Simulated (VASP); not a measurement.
Crystal: Be.

```
CELL_PARAMETERS angstrom
2.06156 0.00000 0.00000
0.00000 2.06156 0.00000
0.00000 0.00000 2.06156
ATOMIC_POSITIONS crystal
Be 0.00000 0.00000 0.00000
```

This isn't the form of Be at room conditions, which is hcp.

* Program: VASP 6.6.1
* Task: relaxation of cell and atoms
* Functional: RPBE
* Potentials or basis: VASP PAW PBE potentials, release 64 (Be)
* Cutoff: 600 eV
* k mesh: 15 × 15 × 15
* Occupations: fermi-dirac, width 0.1 eV
* Spin: no spin polarisation

At the start: pressure 17.9 GPa; volume 8.76 Å³/atom.

**Question.** How do energy, volume and symmetry change on relaxing?

**Answer.** Over 4 steps the energy falls by 86.4 meV/atom and the volume is 10.53 Å³/atom (+20.2 %); space group Pm-3m (No. 221, to 0.1 Å) before and after.

Step by step:
| step | energy change (eV) | largest force (eV/Å) | pressure (GPa) | volume (Å³) |
| --- | --- | --- | --- | --- |
| 1 | 0.0000 | 0.0000 | 17.95 | 8.76 |
| 2 | -0.0817 | 0.0000 | 3.47 | 10.07 |
| 3 | -0.0863 | 0.0000 | -0.59 | 10.61 |
| 4 | -0.0864 | 0.0000 | -0.02 | 10.53 |

Final structure:
```yaml
crystal:
  lattice:
    - [2.19166, 0.00000, 0.00000]
    - [0.00000, 2.19166, 0.00000]
    - [0.00000, 0.00000, 2.19166]
  atoms:
    - { symbol: Be, position: [0.00000, 0.00000, 0.00000] }
```

Caveat: the volume moved by over 15 % at a fixed basis, so the end points are rough; the PAW data sets were made with another functional, which shifts forces and pressure a little.
